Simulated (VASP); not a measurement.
Runs of VASP 6.6.1 on C. The structure is that of space group I4_1/amd (No. 141), or close to it. The cells are those of the table. 

```csv
potentials or basis,cell,cutoff (eV),second run,gap on the mesh (eV),pressure (GPa)
"VASP PAW PBE potentials, release 64 (C)","a = 2.521, b = 2.521, c = 2.312 Å, angles 62.7, 62.7, 54.6°, 2 atoms",520,-,(a),49.3
"VASP PAW PBE potentials, release 64 (C)","a = 2.515, b = 2.515, c = 2.613 Å, angles 58.7, 58.7, 62.6°, 2 atoms",520,-,2.05,(b)
"VASP PAW PBE potentials, release 64 (C)","a = 2.615, b = 2.615, c = 2.714 Å, angles 58.7, 58.7, 62.5°, 2 atoms",520,-,2.02,-51.2
"VASP PAW PBE potentials, release 64 (C_h)","a = 2.568, b = 2.568, c = 2.412 Å, angles 62.0, 62.0, 56.0°, 2 atoms",910,hard_potentials,2.59,2.5
"VASP PAW PBE potentials, release 64 (C)","a = 2.568, b = 2.568, c = 2.412 Å, angles 62.0, 62.0, 56.0°, 2 atoms",520,-,2.58,3.6
"VASP PAW PBE potentials, release 64 (C)","a = 2.521, b = 2.521, c = 2.714 Å, angles 57.4, 57.4, 65.1°, 2 atoms",520,-,0.25,-26.5
"VASP PAW PBE potentials, release 64 (C)","a = 2.467, b = 2.467, c = 2.613 Å, angles 58.0, 58.0, 64.0°, 2 atoms",520,-,1.07,3.5
"VASP PAW PBE potentials, release 64 (C)","a = 2.467, b = 2.467, c = 2.312 Å, angles 62.1, 62.1, 55.9°, 2 atoms",520,-,2.66,74.0
```

Alike in all rows: task single point; level PBEsol; no spin polarisation; k mesh 12 × 12 × 12; smearing gaussian 0.05 eV.

Q: Fill in the values left out.

A: (a) 2.11; (b) -14.8.

Caveats: the PAW data sets were made with another functional, which shifts forces and pressure a little; the cutoff is under 1.25 times the usual one of these potentials, so pressure, stress and relaxed cells hold a basis-set (Pulay) error (some runs).

A k mesh can miss the band edges.
